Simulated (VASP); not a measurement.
## Te2Mo: single point with r2SCAN

The system is Te2Mo, a slab with vacuum.

```
Te Mo
1.0
     3.50043    0.00000    0.00000
    -1.75022    3.03147    0.00000
     0.00000    0.00000   46.97203
Te Mo
4 2
Direct
  0.33333 0.66667 0.38837
  0.33333 0.66667 0.46574
  0.66667 0.33333 0.53426
  0.66667 0.33333 0.61163
  0.66667 0.33333 0.42704
  0.33333 0.66667 0.57296
```

```yaml
Program: VASP 6.6.1
Task: single point
Functional: r2SCAN
Potentials_or_basis: VASP PAW PBE potentials, release 64 (Te, Mo_sv)
Cutoff: 520 eV
k_mesh: 9 × 9 × 1
Occupations: gaussian, width 0.02 eV
Spin: no spin polarisation
Dipole_correction: yes
Further_INCAR_settings: ALGO = Normal; EDIFF = 1e-07; NBANDS = 35
```

* Largest force: 0.266 eV/Å
* Band gap on the k mesh: 1.03 eV (least direct gap 1.23 eV)

Forces in eV/Å, atoms in the order of the input:
```
Te   0.000  0.000  0.053
Te   0.000  0.000 -0.266
Te   0.000  0.000  0.266
Te   0.000  0.000 -0.053
Mo   0.000  0.000 -0.066
Mo   0.000  0.000  0.066
```

Levels at points of the mesh, in eV from the valence-band top:
```
           k point  band 22  band 23  band 24  band 25  band 26  band 27  band 28  band 29  band 30  band 31
(0.00, 0.00, 0.00)    -1.07    -1.05    -1.05    -0.89     0.00     3.08     3.08     3.21     3.21     3.40
```

Wall time 44 min on 1 thread of Intel(R) Xeon(R) Platinum 8259CL CPU @ 2.50GHz (Skylake/Cascade Lake) (shared host), peak memory 0.79 GiB.

Caveat: the PAW data sets were made with another functional, which shifts forces and pressure a little; spin-orbit coupling is left out, which moves the levels of the heavy elements.
